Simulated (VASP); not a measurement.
BaMg2N2: single point with PBE

BaMg2N2:

```
CELL_PARAMETERS angstrom
5.38878 0.00000 0.00000
-2.69439 4.66682 0.00000
0.00000 0.00000 6.40594
ATOMIC_POSITIONS crystal
Ba 0.00000 0.00000 0.00000
Mg 0.33333 0.66667 0.50000
Mg 0.66667 0.33333 0.50000
N 0.00000 0.00000 0.40958
N 0.00000 0.00000 0.59042
```

The cell was generated, and may not be a known phase.

```yaml
Program: VASP 6.6.1
Task: single point
Functional: PBE
Potentials_or_basis: VASP PAW PBE potentials, release 64 (Ba_sv, Mg_sv, N)
Cutoff: 840 eV
k_mesh: 6 × 6 × 4
Occupations: gaussian, width 0.1 eV
Spin: no spin polarisation
Dipole_correction: no
Further_INCAR_settings: ALGO = Normal; EDIFF = 1e-06; NBANDS = 28
```

| Item | Value |
| --- | --- |
| Pressure | 0.4 GPa |
| Largest force | 0.599 eV/Å |
| Band gap on the k mesh | zero (bands 20 and 21 overlap by 1.42 eV) |

Forces on the atoms (eV/Å):
```
Ba   0.000  0.000  0.000
Mg   0.000  0.000  0.000
Mg   0.000  0.000  0.000
N    0.000  0.000 -0.599
N    0.000  0.000  0.599
```

Stress tensor (GPa, compression positive):
```
-0.04  0.00  0.00
 0.00 -0.04  0.00
 0.00  0.00  1.31
```

Levels at points of the mesh, in eV from the Fermi level:
```csv
k point,band 17,band 18,band 19,band 20,band 21,band 22,band 23,band 24
"(0.00, 0.00, 0.00)",-7.23,-3.28,0.21,0.21,0.56,0.69,1.02,1.02
"(0.50, 0.00, 0.00)",-7.12,-1.78,-1.56,-0.81,0.04,1.73,1.76,2.55
"(0.00, 0.00, 0.50)",-6.09,-2.93,-1.34,0.91,0.91,1.58,1.58,2.01
"(0.50, 0.00, 0.50)",-5.95,-1.69,-1.18,-0.44,0.16,0.75,1.55,1.99
```

Wall time 3.3 min on 1 thread of Intel(R) Xeon(R) Platinum 8488C (Sapphire Rapids), with other jobs on the host, peak memory 0.52 GiB.

Caveat: the standard files for N, O and F lose accuracy on very short bonds; spin-orbit coupling is left out, which moves the levels of the heavy elements.
